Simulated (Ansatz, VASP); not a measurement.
## Ir: VASP beside Ansatz

```
Ir
1.0
     0.00000    2.25578    2.25578
     2.25578    0.00000    2.25578
     2.25578    2.25578    0.00000
Ir
2
Cartesian
  -0.5639 -0.5639 -0.5639
  0.5639 0.5639 0.5639
```

Change from the starting cell: volume scaled by 0.55, PAW files.

Alike in both runs: task single point; functional PBEsol; k mesh 13 × 13 × 13; occupations fermi-dirac, width 0.05 eV; no spin polarisation.

|  | VASP | Ansatz |
| --- | --- | --- |
| version | VASP 6.6.1 | Ansatz 0.2.0 |
| potentials or method | VASP PAW PBE potentials, release 64 (Ir) | PAW with Ansatz's default frozen-core files, scalar-relativistic |
| plane-wave cutoff (eV) | 520 | 420 |
| valence electrons in the cell | 18 | 34 |

```tsv
	VASP	Ansatz	Ansatz less VASP
pressure (GPa)	431.5	494.6	+63.16
```

VASP's potentials were made for PBE, not for PBEsol. The pressures are high and differ by over a tenth, so treat them with care. VASP's potentials hold 18 valence electrons a cell and Ansatz's 34, so a difference there can come from the potentials and not from the codes.

Neither program's run includes spin-orbit coupling. Noted on VASP's run: the cell as given lies far from equilibrium.
